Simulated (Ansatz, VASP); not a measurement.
# Cu in VASP and in Ansatz

```xyz
2
Lattice="1.3159 -4.2945 0.0000 1.3159 4.2945 0.0000 0.0000 0.0000 2.4755" Properties=species:S:1:pos:R:3 pbc="T T T"
Cu    1.3159    3.1447    0.6189
Cu    1.3159   -3.1447    1.8566
```

Change from the starting cell: strain +0.080 along x and y, +0.000 along z, atoms carried along.

Alike in both runs: task single point; functional PBEsol; k mesh 20 × 20 × 20; occupations gaussian, width 0.15 eV; no spin polarisation.

|  | VASP | Ansatz |
| --- | --- | --- |
| version | VASP 6.6.1 | Ansatz 0.2.0 |
| potentials or method | VASP PAW PBE potentials, release 64 (Cu), cutoff 520 eV | scalar-relativistic, plane waves, PAW |
| valence electrons in the cell | 22 | 38 |

```tsv
	VASP	Ansatz	Ansatz less VASP
gap on the k mesh at the Fermi level (eV)	none	none	-
pressure (GPa)	-15.1	-15.6	-0.58
traceless stress, the component that is largest in VASP (GPa)	6.14	6.12	-0.024
rms of the force components (eV/Å)	0.094	0.096	+0.0013
```

VASP's potentials were made for PBE, not for PBEsol. Atom by atom the forces differ by 0.001 eV/Å (rms over components). A gap of «none» marks a metal or a gap that the smearing closes. The functional is the same, so the differences come from potentials, cutoffs and numerics. VASP's potentials hold 22 valence electrons a cell and Ansatz's 38, so a difference there can come from the potentials and not from the codes.
